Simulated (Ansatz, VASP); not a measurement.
NbAs in VASP and in Ansatz

Contents of INCAR:

```
PREC     = Accurate       # precision mode
ENCUT    = 520            # plane-wave cutoff, eV
EDIFF    = 1E-6           # SCF threshold, eV
ISMEAR   = 0              # smearing method
SIGMA    = 0.1            # smearing width, eV
LREAL    = False          # projectors in reciprocal space
LASPH    = True           # aspherical terms in the spheres
NELM     = 120            # most SCF steps
ALGO     = Normal         # electronic algorithm
ISIF     = 2              # what is computed and relaxed
LWAVE    = False          # write WAVECAR
LCHARG   = False          # write CHGCAR
GGA      = PE             # functional
NBANDS   = 36             # bands
GGA_COMPAT= False
```

Contents of KPOINTS:

```
Automatic mesh
0
Gamma
  2 2 2
```

Contents of POSCAR:

```
NbAs
1.0
   -1.7258500000      1.7258500000      5.8400000000
    1.7258500000     -1.7258500000      5.8400000000
    1.7258500000      1.7258500000     -5.8400000000
Nb As
2 2
Direct
    0.7500000000      0.7500000000      0.0000000000
    0.5000000000      0.0000000000      0.5000000000
    0.1660000000      0.1660000000      0.0000000000
    0.9160000000      0.4160000000      0.5000000000
```

Input for Ansatz:

```yaml
crystal:
  lattice:
    - [-1.72585, 1.72585, 5.84]
    - [1.72585, -1.72585, 5.84]
    - [1.72585, 1.72585, -5.84]
  atoms:
    - { symbol: Nb, position: [0.75, 0.75, 0.0] }
    - { symbol: Nb, position: [0.5, 0.0, 0.5] }
    - { symbol: As, position: [0.166, 0.166, 0.0] }
    - { symbol: As, position: [0.916, 0.416, 0.5] }
basis:
  ecutwfc: 420
kpoints:
  mp_grid: { grid: [2, 2, 2] }
hamiltonian:
  xc: pbe
scf:
  occupations: { method: gaussian, width: 0.1 }
  mixing: { algorithm: broyden, ndim: 2 }
  max_iter: 40
output:
  forces: true
  stress: true
  eigenvalues: true
```

Alike in both runs: task single point; functional PBE; k mesh 2 × 2 × 2; occupations gaussian, width 0.1 eV; no spin polarisation.

|  | VASP | Ansatz |
| --- | --- | --- |
| version | VASP 6.6.1 | Ansatz 0.2.0 |
| potentials or method | VASP PAW PBE potentials, release 64 (Nb_sv, As_d), cutoff 520 eV | scalar-relativistic, plane waves, PAW |
| valence electrons in the cell | 56 | 56 |

VASP gave:

| Item | Value |
| --- | --- |
| gap on the k mesh at the Fermi level (eV) | 0.04 |
| least direct gap on the mesh (eV) | 0.04 |
| pressure (GPa) | 6.5 |
| traceless stress, the component that is largest in VASP (GPa) | 3.17 |
| rms of the force components (eV/Å) | 0.036 |

Problem. What did Ansatz give for the same quantities?

Solution. gap on the k mesh at the Fermi level (eV): 0.04; least direct gap on the mesh (eV): 0.04; pressure (GPa): 6.5; traceless stress, the component that is largest in VASP (GPa): 3.18; rms of the force components (eV/Å): 0.036.

Atom by atom the forces differ by 0.000 eV/Å (rms over components). The functional is the same, so the differences come from potentials, cutoffs and numerics.

The k mesh is coarse, so the values compare programs but aren't converged.
